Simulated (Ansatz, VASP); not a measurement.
HfO2 in VASP and in Ansatz

```
CELL_PARAMETERS angstrom
-3.60430 0.00000 0.00000
0.00000 -3.60430 0.00000
0.00000 0.00000 10.37793
ATOMIC_POSITIONS crystal
Hf 0.50000 0.50000 0.20462
Hf 0.50000 0.50000 0.71184
Hf 0.00000 0.00000 0.45823
Hf 0.00000 0.00000 0.96546
O 0.00000 0.50000 0.30264
O 0.00000 0.50000 0.80986
O 0.50000 0.00000 0.36021
O 0.50000 0.00000 0.86743
O 0.50000 0.00000 0.10659
O 0.50000 0.00000 0.61382
O 0.00000 0.50000 0.04902
O 0.00000 0.50000 0.55625
```

Alike in both runs: task single point; functional PBE; k mesh 6 × 6 × 2; occupations gaussian, width 0.05 eV; no spin polarisation.

|  | VASP | Ansatz |
| --- | --- | --- |
| version | VASP 6.6.1 | Ansatz 0.2.0 |
| potentials or method | VASP PAW PBE potentials, release 64 (Hf_pv, O), cutoff 520 eV | scalar-relativistic, plane waves, PAW |
| valence electrons in the cell | 88 | 152 |

|  | VASP | Ansatz | Ansatz less VASP |
| --- | --- | --- | --- |
| gap on the k mesh at the Fermi level (eV) | 4.21 | 4.25 | +0.034 |
| least direct gap on the mesh (eV) | 4.21 | 4.25 | +0.034 |
| pressure (GPa) | 0.6 | 3.8 | +3.24 |
| traceless stress, the component that is largest in VASP (GPa) | -3.43 | -3.34 | +0.100 |
| rms of the force components (eV/Å) | 0.581 | 0.585 | +0.0040 |

Atom by atom the forces differ by 0.022 eV/Å (rms over components). VASP's potentials hold 88 valence electrons a cell and Ansatz's 152, so a difference there can come from the potentials and not from the codes.

Neither program's run includes spin-orbit coupling.
